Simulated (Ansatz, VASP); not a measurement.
**One calculation of SiC5, two programs**

```
CELL_PARAMETERS angstrom
2.43950 0.00000 0.00000
-1.21975 2.11267 0.00000
0.00000 0.00000 16.83855
ATOMIC_POSITIONS crystal
Si 0.00000 0.00000 0.50000
C 0.00000 0.00000 0.00000
C 0.33333 0.66667 0.75816
C 0.66667 0.33333 0.75816
C 0.33333 0.66667 0.24184
C 0.66667 0.33333 0.24184
```

Alike in both runs: functional PBE; k mesh 18 × 18 × 4; occupations gaussian, width 0.01 eV; no spin polarisation.

Ansatz relaxed the structure, and its values are those at the end. VASP's run is a single point on that final structure, the one shown.

```csv
,VASP,Ansatz
version,VASP 6.6.1,Ansatz 0.2.0
potentials or method,"VASP PAW PBE potentials, release 64 (Si, C), cutoff 520 eV","scalar-relativistic, plane waves, PAW"
valence electrons in the cell,24,24
```

```csv
,VASP,Ansatz,Ansatz less VASP
gap on the k mesh at the Fermi level (eV),none,none,-
pressure (GPa),0.2,0.0,-0.15
```

A gap of «none» marks a metal or a gap that the smearing closes.
